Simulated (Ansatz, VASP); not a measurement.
**GaAs in VASP and in Ansatz**

```xyz
2
Lattice="2.8574 2.8574 0.0000 -2.8574 2.8574 0.0000 0.0000 2.8574 2.8051" Properties=species:S:1:pos:R:3 pbc="T T T"
Ga    0.0000    0.0000    0.0000
As    1.4287    4.2862    1.4025
```

Change from the starting cell: film at in-plane strain +0.01.

Alike in both runs: task single point; functional PBEsol; k mesh 8 × 8 × 8; occupations fermi-dirac, width 0.01 eV; non-collinear spin, spin-orbit coupling.

|  | VASP | Ansatz |
| --- | --- | --- |
| version | VASP 6.6.1 | Ansatz 0.2.0 |
| potentials or method | VASP PAW PBE potentials, release 64 (Ga_d, As), cutoff 520 eV | all-electron LAPW |

Ansatz gave:

```
pressure (GPa)                                                : -0.8
traceless stress, the component that is largest in VASP (GPa) : 0.72
net moment per atom (μB)                                      : 0.00
```

**Question.** Estimate VASP's values.

**Answer.** Pressure (GPa): -0.6; traceless stress, the component that is largest in VASP (GPa): 0.72; net moment per atom (μB): 0.00.

VASP's potentials were made for PBE, not for PBEsol. Ansatz ran all-electron here, and VASP with PAW potentials.
